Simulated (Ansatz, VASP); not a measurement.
Two plane-wave programs on CuO

File POSCAR:

```
CuO
1.0
    2.3463500000     -1.7141500000      0.0000000000
    2.3463500000      1.7141500000      0.0000000000
   -0.8519200000      0.0000000000      5.0658700000
Cu O
2 2
Direct
    0.0033000000      0.4967000000      0.0000000000
    0.4967000000      0.0033000000      0.5000000000
    0.5719000000      0.4073000000      0.2602000000
    0.4073000000      0.5719000000      0.7602000000
```

The input INCAR.step1:

```
SYSTEM = CuO
PREC = Accurate ; ENCUT = 520
ISMEAR = -1 ; SIGMA = 0.05
LREAL = .FALSE. ; LASPH = .TRUE.
NELM = 150 ; ISPIN = 2
MAGMOM = 1 0 0 0 ; LMAXMIX = 4
NBANDS = 29 ; GGA = PE
ALGO = Normal ; EDIFF = 1E-4
LWAVE = .TRUE. ; LCHARG = .FALSE.
LUSENCCL = .FALSE.
```

The input INCAR.step2:

```
SYSTEM = CuO
PREC = Accurate ; ENCUT = 520
EDIFF = 1E-6 ; ISMEAR = -1
SIGMA = 0.05 ; LREAL = .FALSE.
LASPH = .TRUE. ; NELM = 150
ALGO = Normal ; ISIF = 2
LWAVE = .FALSE. ; LCHARG = .TRUE.
ISPIN = 2 ; MAGMOM = 1 0 0 0
LORBIT = 11 ; LMAXMIX = 4
METAGGA = R2SCAN ; LMIXTAU = .TRUE.
LELF = .TRUE. ; LVHAR = .TRUE.
NBANDS = 29 ; ISTART = 1
LUSENCCL = .FALSE.
```

The input KPOINTS:

```
Automatic mesh
0
G
  7 7 4
  0 0 0
```

Input for Ansatz:

```yaml
crystal:
  lattice:
    - [2.34635, -1.71415, 0.0]
    - [2.34635, 1.71415, 0.0]
    - [-0.85192, 0.0, 5.06587]
  atoms:
    - { symbol: Cu, position: [0.0033, 0.4967, 0.0], spin: 1.0 }
    - { symbol: Cu, position: [0.4967, 0.0033, 0.5] }
    - { symbol: O, position: [0.5719, 0.4073, 0.2602] }
    - { symbol: O, position: [0.4073, 0.5719, 0.7602] }
magnetization:
  spin_polarized: true
hamiltonian:
  xc: r2scan
  pseudopotentials: { kind: paw }
basis:
  ecutwfc: 500
kpoints:
  mp_grid: { grid: [7, 7, 4] }
scf:
  occupations: { method: fermi_dirac, width: 0.05 }
  lower_state_search: "off"
output:
  forces: true
  stress: true
  write_density: true
  write_potential: true
  elf: true
  volumetric_format: npy
```

Alike in both runs: task single point; functional r2SCAN; k mesh 7 × 7 × 4; occupations fermi-dirac, width 0.05 eV; collinear spin.

|  | VASP | Ansatz |
| --- | --- | --- |
| version | VASP 6.6.1 | Ansatz 0.2.0 |
| potentials or method | VASP PAW PBE potentials, release 64 (Cu, O), cutoff 520 eV | PAW, plane waves, scalar-relativistic |
| valence electrons in the cell | 34 | 50 |

Ansatz gave:

- pressure (GPa): -0.7
- traceless stress, the component that is largest in VASP (GPa): -1.42
- rms of the force components (eV/Å): 0.586
- net moment per atom (μB): 0.00
- size of the moment on the site where the two differ most (μB): 0.54

Problem. What did VASP give for the same quantities?

Solution. Pressure (GPa): -0.3; traceless stress, the component that is largest in VASP (GPa): -1.97; rms of the force components (eV/Å): 0.566; net moment per atom (μB): 0.00; size of the moment on the site where the two differ most (μB): 0.00.

VASP's potentials were made for PBE, not for r2SCAN. Site moments also hang on the region over which each program counts them. Atom by atom the forces differ by 0.059 eV/Å (rms over components). VASP's potentials hold 34 valence electrons a cell and Ansatz's 50, so a difference there can come from the potentials and not from the codes. Ansatz's warnings: seeded moment not kept, stability check not made.
